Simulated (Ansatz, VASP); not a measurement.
**Sb: VASP beside Ansatz**

```
Sb
1.0
     3.00376    0.00000    0.00000
     0.00000    3.00376    0.00000
     0.00000    0.00000    3.00376
Sb
1
Direct
  0.00000 0.00000 0.00000
```

Alike in both runs: task single point; functional revPBE; k mesh 12 × 12 × 12; occupations fermi-dirac, width 0.05 eV; no spin polarisation.

```csv
,VASP,Ansatz
version,VASP 6.6.1,Ansatz 0.2.0
potentials or method,"VASP PAW PBE potentials, release 64 (Sb)","PAW with Ansatz's default frozen-core files, scalar-relativistic"
plane-wave cutoff (eV),500,420
valence electrons in the cell,5,15
```

|  | VASP | Ansatz | Ansatz less VASP |
| --- | --- | --- | --- |
| gap on the k mesh at the Fermi level (eV) | none | none | - |
| pressure (GPa) | 8.1 | 8.1 | +0.01 |

VASP's potentials were made for PBE, not for revPBE. A gap of «none» marks a metal or a gap that the smearing closes. VASP's potentials hold 5 valence electrons a cell and Ansatz's 15, so a difference there can come from the potentials and not from the codes.

Neither program's run includes spin-orbit coupling.
